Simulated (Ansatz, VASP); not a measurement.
**One calculation of SnO, two programs**

```
CELL_PARAMETERS angstrom
3.64088 0.00000 0.00000
0.00000 3.64088 0.00000
0.00000 0.00000 4.90556
ATOMIC_POSITIONS crystal
Sn 0.00000 0.50000 0.24417
Sn 0.50000 0.00000 0.75583
O 0.50000 0.50000 0.00000
O 0.00000 0.00000 0.00000
```

Change from the starting cell: epitaxial_xy strain -4.0%.

Alike in both runs: task single point; functional PBE; k mesh 6 × 6 × 6; occupations fermi-dirac, width 0.02 eV; no spin polarisation.

```csv
,VASP,Ansatz
version,VASP 6.6.1,Ansatz 0.2.0
potentials or method,"VASP PAW PBE potentials, release 64 (Sn_d, O)","plane waves, PAW"
plane-wave cutoff (eV),520,420
valence electrons in the cell,40,40
```

VASP gave:

| Item | Value |
| --- | --- |
| pressure (GPa) | 11.8 |
| traceless stress, the component that is largest in VASP (GPa) | -6.00 |
| rms of the force components (eV/Å) | 0.286 |

What did Ansatz give for the same quantities?

Pressure (GPa): 11.5; traceless stress, the component that is largest in VASP (GPa): -6.06; rms of the force components (eV/Å): 0.245.

Atom by atom the forces differ by 0.041 eV/Å (rms over components). With one functional, cell and mesh, what is left measures potentials, basis and numerics.
